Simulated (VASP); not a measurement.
# SiO2 (Stishovite) (P4_2/mnm) in VASP: further runs

Aim: see how the results for SiO2 (Stishovite) move with the level of theory and the settings. Levels: PBE, LDA. Tasks: electric field gradients.

Program: VASP 6.6.1. These are calculated values, not measurements. Logs are shortened: lines on timing, memory, paths and dates and some standing lists are left out, and cuts for length are marked.

### Step 1. The cell of the first run

The structure is tetragonal, space group P4_2/mnm (No. 136). The conventional cell has a = 4.167 Å, b = 4.167 Å, c = 2.664 Å, α = 90.00°, β = 90.00°, γ = 90.00°. Si (site symmetry mmm) has 6 O at 1.76 to 1.80 Å within 2.3 Å. Within 2.3 Å of O (site symmetry m2m) lie 3 Si at 1.76 to 1.80 Å and 1 O at 2.29 Å.

### Step 2. Electric field gradients, PBE

File INCAR:

```
SYSTEM = SiO2
PREC = Accurate
ENCUT = 520
EDIFF = 1E-8
ISMEAR = -1
SIGMA = 0.02
LREAL = .FALSE.
LASPH = .TRUE.
NELM = 80
ALGO = Normal
ISIF = 2
LWAVE = .FALSE.
LCHARG = .FALSE.
GGA = PE
LEFG = .TRUE.
NBANDS = 25
```

File KPOINTS:

```
regular mesh
0
G
  7 7 11
  0 0 0
```

File POSCAR:

```
SiO2
1.0
    4.1667000000      0.0000000000      0.0000000000
    0.0000000000      4.1667000000      0.0000000000
    0.0000000000      0.0000000000      2.6645000000
Si O
2 4
Direct
    0.0000000000      0.0000000000      0.0000000000
    0.5000000000      0.5000000000      0.5000000000
    0.3061000000      0.3061000000      0.0000000000
    0.1939000000      0.8061000000      0.5000000000
    0.6939000000      0.6939000000      0.0000000000
    0.8061000000      0.1939000000      0.5000000000
```

Potentials or basis: VASP PAW PBE potentials, release 64 (Si, O).

The run is started by

```bash
> cat potpaw_PBE.64/Si/POTCAR potpaw_PBE.64/O/POTCAR > POTCAR
> mpirun -np 1 vasp_std > vasp.out
```

OUTCAR:

```text
SYSTEM = SiO2
   PREC = Accurate
   ENCUT = 520
   EDIFF = 1E-8
   ISMEAR = -1
   LREAL = .FALSE.
   LASPH = .TRUE.
   NELM = 80
   ISIF = 2
   GGA = PE

 ion  position               nearest neighbor table
   1  0.000  0.000  0.000-   4 1.76   6 1.76   4 1.76   6 1.76   5 1.80   3 1.80
   2  0.500  0.500  0.500-   3 1.76   5 1.76   3 1.76   5 1.76   4 1.80   6 1.80
   3  0.306  0.306  0.000-   2 1.76   2 1.76   1 1.80
   4  0.194  0.806  0.500-   1 1.76   1 1.76   2 1.80
   5  0.694  0.694  0.000-   2 1.76   2 1.76   1 1.80
   6  0.806  0.194  0.500-   1 1.76   1 1.76   2 1.80

  LATTYP: Found a simple tetragonal cell.
 ALAT       =     4.1667000000
 C/A-ratio  =     0.6394748842

  Lattice vectors:

 A1 = (   4.1667000000,   0.0000000000,   0.0000000000)
 A2 = (   0.0000000000,   4.1667000000,   0.0000000000)
 A3 = (   0.0000000000,   0.0000000000,   2.6645000000)

Analysis of symmetry for initial positions (statically):
=====================================================================
 Subroutine PRICEL returns:
 Original cell was already a primitive cell.

 Routine SETGRP: Setting up the symmetry group for a
 simple tetragonal supercell.

 Subroutine GETGRP returns: Found 16 space group operations
 (whereof  8 operations were pure point group operations)
 out of a pool of 16 trial point group operations.

The static configuration has the point symmetry D_2h.
 The point group associated with its full space group is D_4h.

Analysis of symmetry for dynamics (positions and initial velocities):
=====================================================================
 Subroutine PRICEL returns:
 Original cell was already a primitive cell.

 Routine SETGRP: Setting up the symmetry group for a
 simple tetragonal supercell.

 Subroutine GETGRP returns: Found 16 space group operations
 (whereof  8 operations were pure point group operations)
 out of a pool of 16 trial point group operations.

The dynamic configuration has the point symmetry D_2h.
 The point group associated with its full space group is D_4h.

 Subroutine INISYM returns: Found 16 space group operations
 (whereof  8 operations are pure point group operations),
 and found     1 'primitive' translations

----------------------------------------------------------------------------------------

                                     Primitive cell

  volume of cell :      46.2594

  direct lattice vectors                    reciprocal lattice vectors
     4.166700000  0.000000000  0.000000000     0.239998080  0.000000000  0.000000000
     0.000000000  4.166700000  0.000000000     0.000000000  0.239998080  0.000000000
     0.000000000  0.000000000  2.664500000     0.000000000  0.000000000  0.375304935

  length of vectors
     4.166700000  4.166700000  2.664500000     0.239998080  0.239998080  0.375304935

  position of ions in fractional coordinates (direct lattice)
     0.000000000  0.000000000  0.000000000
     0.500000000  0.500000000  0.500000000
     0.306100000  0.306100000  0.000000000
     0.193900000  0.806100000  0.500000000
     0.693900000  0.693900000  0.000000000
     0.806100000  0.193900000  0.500000000

  ion indices of the primitive-cell ions
   primitive index   ion index
                 1           1
                 2           2
                 3           3
                 4           4
                 5           5
                 6           6

----------------------------------------------------------------------------------------

 KPOINTS: regular mesh

Automatic generation of k-mesh.
 Grid dimensions read from file:
 generate k-points for:    7    7   11

 Generating k-lattice:

  Cartesian coordinates                     Fractional coordinates (reciprocal lattice)
     0.034285440  0.000000000  0.000000000     0.142857143  0.000000000  0.000000000
     0.000000000  0.034285440  0.000000000     0.000000000  0.142857143  0.000000000
     0.000000000  0.000000000  0.034118630     0.000000000  0.000000000  0.090909091

  Length of vectors
     0.034285440  0.034285440  0.034118630

  Shift w.r.t. Gamma in fractional coordinates (k-lattice)
     0.000000000  0.000000000  0.000000000

 Subroutine IBZKPT returns following result:
 ===========================================

 Found     60 irreducible k-points:

 Following reciprocal coordinates:
            Coordinates               Weight
  0.000000  0.000000  0.000000      1.000000
  0.142857  0.000000  0.000000      4.000000
  0.285714  0.000000  0.000000      4.000000
  0.428571  0.000000  0.000000      4.000000
  0.142857  0.142857  0.000000      4.000000
  0.285714  0.142857  0.000000      8.000000
[... 16 lines left out ...]
  0.285714  0.000000  0.181818      8.000000
  0.428571  0.000000  0.181818      8.000000
 [... further k-points ...]
   k-points           NKPTS =     60   k-points in BZ     NKDIM =     60   number of bands    NBANDS=     25
   number of dos      NEDOS =    301   number of ions     NIONS =      6
   total plane-waves  NPLWV =  20480
   dimension x,y,z NGX =    32 NGY =   32 NGZ =   20
   dimension x,y,z NGXF=    64 NGYF=   64 NGZF=   40
   ions per type =               2   4
   NGX,Y,Z   is equivalent  to a cutoff of  12.77, 12.77, 12.48 a.u.
   NGXF,Y,Z  is equivalent  to a cutoff of  25.54, 25.54, 24.96 a.u.
 SYSTEM =  SiO2
   PREC   = accura    normal or accurate (medium, high low for compatibility)
   ISTART =      0    job   : 0-new  1-cont  2-samecut
   ICHARG =      2    charge: 1-file 2-atom 10-const
   ISPIN  =      1    spin polarized calculation?
   LNONCOLLINEAR =      F non collinear calculations
   LSORBIT =      F    spin-orbit coupling
   LASPH  =      T    aspherical Exc in radial PAW
   ENCUT  =  520.0 eV  38.22 Ry    6.18 a.u.   7.75  7.75  4.95*2*pi/ulx,y,z
   NELM   =     80;   NELMIN=  2; NELMDL= -5     # of ELM steps
   EDIFF  = 0.1E-07   stopping-criterion for ELM
   LREAL  =      F    real-space projection
   EDIFFG = 0.1E-06   stopping-criterion for IOM
   NSW    =      0    number of steps for IOM
   IBRION =     -1    ionic relax: 0-MD 1-quasi-New 2-CG
   NFREE  =      0    steps in history (QN), initial steepest desc. (CG)
   ISIF   =      2    stress and relaxation
   ISYM   =      2    0-nonsym 1-usesym 2-fastsym
   POTIM  = 0.5000    time-step for ionic-motion
   TEBEG  =    0.0;   TEEND  =   0.0 temperature during run
   PSTRESS=    0.0 pullay stress
   NELECT =      32.0000    total number of electrons
   NUPDOWN=      -1.0000    fix difference up-down
   EMIN   =  10.00;   EMAX   =-10.00  energy-range for DOS
   EFERMI =   0.00;   METHOD = LEGACY
   ISMEAR =    -1;   SIGMA  =   0.02  broadening in eV -4-tet -1-fermi 0-gaus
   EFERMI_NEDOS =   21; number of points for ismear=-14 and -15
   IALGO  =     38    algorithm
   IMIX   =      4    mixing-type and parameters
     AMIX     =   0.40;   BMIX     =  1.00
     AMIX_MAG =   1.60;   BMIX_MAG =  1.00
  volume/ion in A,a.u.               =       7.71        52.03
  Fermi-wavevector in a.u.,A,eV,Ry     =   1.447854  2.736047 28.521636  2.096281
  Thomas-Fermi vector in A             =   2.565761
   LORBIT       =      0    0 simple, 1 ext, 2 COOP (PROOUT), +10 PAW based schemes
   GGA     = PE    functional components
   LHFCALC =     F    Hartree Fock is set to
   AEXX    =    0.0000 exact exchange contribution
   IVDW    =     0    specifies the selected vdW correction
   LEPSILON=     F    determine dielectric tensor
   LRPA    =     F    only Hartree local field effects (RPA)
 non-spin polarized calculation
  energy-cutoff  :      520.00
  volume of cell :       46.26
 maximum number of plane-waves:      1266
 NGX is ok and might be reduce to    32
   NGX = 15   NGY = 15   NGZ =  9

 number of electron      31.9999973 magnetization

 Free energy of the ion-electron system (eV)
  ---------------------------------------------------
  ext. energy  EPLUGINS =         0.00000000
  ---------------------------------------------------
  free energy    TOTEN  =       -46.23464780 eV

  energy without entropy =      -46.23464780  energy(sigma->0) =      -46.23464780

 E-fermi :   8.8045     XC(G=0): -12.3062

 val. band max:        8.3364776088   @ k =   0.0000   0.0000   0.0000
 cond. band min:      14.0573825429   @ k =   0.0000   0.0000   0.0000
 fundamental gap:      5.7209049340
 Fermi energy:         8.8044502894

 k-point     1 :       0.0000    0.0000    0.0000
  band No.  band energies     occupation
      1     -14.3160      2.00000
      2     -10.6412      2.00000
      3     -10.6412      2.00000
      4     -10.4074      2.00000
      5      -2.5837      2.00000
      6       1.8707      2.00000
[... 17 lines left out ...]
     24      22.7251      0.00000
     25      24.2787      0.00000

 k-point     2 :       0.1429    0.0000    0.0000
  band No.  band energies     occupation
      1     -14.2080      2.00000
      2     -11.1920      2.00000
      3     -10.5862      2.00000
      4     -10.0874      2.00000
      5      -2.4386      2.00000
      6       1.2754      2.00000
[... 17 lines left out ...]
     24      22.2489      0.00000
     25      24.1017      0.00000

 k-point     3 :       0.2857    0.0000    0.0000
  band No.  band energies     occupation
      1     -13.8899      2.00000
      2     -11.9553      2.00000
      3     -10.4337      2.00000
      4      -9.9471      2.00000
      5      -2.0319      2.00000
      6       0.3092      2.00000
[... 552 lines left out ...]
 k-point    23 :       0.2857    0.0000    0.1818
  band No.  band energies     occupation
      1     -13.4727      2.00000
      2     -11.6636      2.00000
      3     -10.2598      2.00000
      4      -9.9115      2.00000
      5      -1.7534      2.00000
      6       0.5805      2.00000
[... 17 lines left out ...]
     24      21.6459      0.00000
     25      22.9562      0.00000

 k-point    24 :       0.4286    0.0000    0.1818
  band No.  band energies     occupation
      1     -12.9898      2.00000
      2     -12.3658      2.00000
      3     -10.0983      2.00000
      4      -9.9561      2.00000
      5      -1.0709      2.00000
      6      -0.2850      2.00000
[... 17 lines left out ...]
     24      21.1017      0.00000
     25      22.6513      0.00000

 [... further k-points ...]

------------------------ aborting loop because EDIFF is reached ----------------------------------------

  FORCE on cell =-STRESS in cart. coord.  units (eV):
  Direction    XX          YY          ZZ          XY          YZ          ZX
  --------------------------------------------------------------------------------------
  -------------------------------------------------------------------------------------
  Total        3.7024272      3.7024272      4.0814191      0.0000000      0.0000000      0.0000000
  in kB      128.2321483    128.2321483    141.3583887      0.0000000      0.0000000      0.0000000
  external PRESSURE =     132.6075618 kB  Pullay stress =       0.0000000 kB

 VOLUME and BASIS-vectors are now :
 -----------------------------------------------------------------------------
  energy-cutoff  :      520.00
  volume of cell :       46.26
      direct lattice vectors                 reciprocal lattice vectors
     4.166700000  0.000000000  0.000000000     0.239998080  0.000000000  0.000000000
     0.000000000  4.166700000  0.000000000     0.000000000  0.239998080  0.000000000
     0.000000000  0.000000000  2.664500000     0.000000000  0.000000000  0.375304935

 POSITION                                       TOTAL-FORCE (eV/Angst)
 -----------------------------------------------------------------------------------
      0.00000      0.00000      0.00000         0.000000      0.000000      0.000000
      2.08335      2.08335      1.33225         0.000000      0.000000      0.000000
      1.27543      1.27543      0.00000        -0.132838     -0.132838      0.000000
      0.80792      3.35878      1.33225         0.132838     -0.132838      0.000000
      2.89127      2.89127      0.00000         0.132838      0.132838     -0.000000
      3.35878      0.80792      1.33225        -0.132838      0.132838     -0.000000
 -----------------------------------------------------------------------------------
    total drift:                                0.000000     -0.000000     -0.000000

  FREE ENERGIE OF THE ION-ELECTRON SYSTEM (eV)
  ---------------------------------------------------
  free  energy   TOTEN  =       -46.2346477953 eV

  energy  without entropy=      -46.2346477953  energy(sigma->0) =      -46.23464780

 Electric field gradients (V/A^2)
---------------------------------------------------------------------
 ion       V_xx      V_yy      V_zz      V_xy      V_xz      V_yz
---------------------------------------------------------------------
   1       8.617     8.617   -17.234    11.770    -0.000     0.000
   2       8.617     8.617   -17.234   -11.770    -0.000    -0.000
   3     -23.551   -23.551    47.103    85.897    -0.000     0.000
   4     -23.551   -23.551    47.103   -85.897    -0.000     0.000
   5     -23.551   -23.551    47.103    85.897     0.000    -0.000
   6     -23.551   -23.551    47.103   -85.897     0.000     0.000
---------------------------------------------------------------------

 Electric field gradients after diagonalization (V/A^2)
 (convention: |V_zz| > |V_xx| > |V_yy|)
----------------------------------------------------------------------
 ion       V_xx      V_yy      V_zz     asymmetry (V_yy - V_xx)/ V_zz
----------------------------------------------------------------------
   1     -17.234    -3.153    20.387       0.691
   2     -17.234    -3.153    20.387       0.691
   3      62.346    47.103  -109.448       0.139
   4      62.346    47.103  -109.448       0.139
   5      62.346    47.103  -109.448       0.139
   6      62.346    47.103  -109.448       0.139
----------------------------------------------------------------------

           NMR quadrupolar parameters

 Cq : quadrupolar parameter    Cq=e*Q*V_zz/h
 eta: asymmetry parameters     (V_yy - V_xx)/ V_zz
 Q  : nuclear electric quadrupole moment in mb (millibarn)
----------------------------------------------------------------------
 ion       Cq(MHz)       eta       Q (mb)
----------------------------------------------------------------------
   1       0.049       0.691       1.000
   2       0.049       0.691       1.000
   3      -0.265       0.139       1.000
   4      -0.265       0.139       1.000
   5      -0.265       0.139       1.000
   6      -0.265       0.139       1.000
----------------------------------------------------------------------
```

Wall time 35 s (1 thread of Intel Xeon 6975P-C, shared host); peak memory 0.18 GiB.

Results:

| Property | Result |
| --- | --- |
| Free energy | -46.2346 eV |
| Pressure | 13.3 GPa |
| Largest force | 0.188 eV/Å |
| Band gap on the k mesh | 5.72 eV, direct |

Forces on the atoms (eV/Å):
```
Si   0.000  0.000  0.000
Si   0.000  0.000  0.000
O   -0.133 -0.133  0.000
O    0.133 -0.133  0.000
O    0.133  0.133  0.000
O   -0.133  0.133  0.000
```

Stress tensor (GPa, compression positive):
```
12.82  0.00  0.00
 0.00 12.82  0.00
 0.00  0.00 14.14
```

Levels at points of the mesh, in eV from the valence-band top:
```csv
k point,band 14,band 15,band 16,band 17,band 18,band 19
"(0.00, 0.00, 0.00)",-0.88,-0.88,0.00,5.72,6.70,8.54
```

Electric field gradients, principal values (V/Å²):
```csv
atom,least,middle,greatest (by size)
1 Si,-3.153,-17.234,20.387
2 Si,-3.153,-17.234,20.387
3 O,47.103,62.346,-109.448
4 O,47.103,62.346,-109.448
5 O,47.103,62.346,-109.448
6 O,47.103,62.346,-109.448
```

Caveat: without QUAD_EFG the Cq values of the log hold for a quadrupole moment of 1 mb, not for the nuclei. A k mesh can miss the band edges.

(Part 1 of 2 ends here.)
